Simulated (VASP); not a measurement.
# CdS: single point with PBE

CdS:

```
Cd S
1.0
    -2.06740   -3.58084   -6.74900
    -2.06740   -3.58084    6.74900
    -4.13480    7.16168    0.00000
Cd S
8 8
Direct
  0.33333 0.33333 0.16667
  0.33333 0.33333 0.66667
  0.83333 0.83333 0.16667
  0.83333 0.83333 0.66667
  0.91667 0.41667 0.83333
  0.91667 0.41667 0.33333
  0.41667 0.91667 0.83333
  0.41667 0.91667 0.33333
  0.14083 0.52583 0.16667
  0.14083 0.52583 0.66667
  0.64083 0.02583 0.16667
  0.64083 0.02583 0.66667
  0.72417 0.60917 0.83333
  0.72417 0.60917 0.33333
  0.22417 0.10917 0.83333
  0.22417 0.10917 0.33333
```

```
Program             : VASP 6.6.1
Task                : single point
Functional          : PBE
Potentials or basis : VASP PAW PBE potentials, release 64 (Cd, S)
Cutoff              : 520 eV
k mesh              : 2 × 2 × 2, shifted
Occupations         : gaussian, width 0.1 eV
Spin                : no spin polarisation
```

The pressure is 2.9 GPa. The largest force is 0.267 eV/Å. The band gap on the k mesh is 2.84 eV.

Forces in eV/Å, atoms in the order of the input:
```
Cd   0.011 -0.008  0.266
Cd   0.011 -0.008  0.266
Cd   0.011 -0.008  0.266
Cd   0.011 -0.008  0.266
Cd  -0.011  0.008  0.266
Cd  -0.011  0.008  0.266
Cd  -0.011  0.008  0.266
Cd  -0.011  0.008  0.266
S   -0.002  0.000 -0.266
S   -0.002  0.000 -0.266
S   -0.002  0.000 -0.266
S   -0.002  0.000 -0.266
S    0.002  0.000 -0.266
S    0.002  0.000 -0.266
S    0.002  0.000 -0.266
S    0.002  0.000 -0.266
```

Stress tensor (GPa, compression positive):
```
3.53 0.14 0.00
0.14 3.69 0.00
0.00 0.00 1.35
```

Levels at points of the mesh, in eV from the valence-band top:
| k point | band 68 | band 69 | band 70 | band 71 | band 72 | band 73 | band 74 | band 75 | band 76 | band 77 |
| --- | --- | --- | --- | --- | --- | --- | --- | --- | --- | --- |
| (0.25, 0.25, 0.25) | -0.63 | -0.59 | -0.59 | -0.48 | -0.48 | 3.91 | 3.91 | 4.17 | 4.17 | 4.56 |

It took 3 min on 1 thread of Intel(R) Xeon(R) 6975P-C (Granite Rapids) (shared host), peak memory 0.52 GiB.

Caveat: a shifted mesh leaves out Γ, where band edges can lie. A k mesh can miss the band edges.
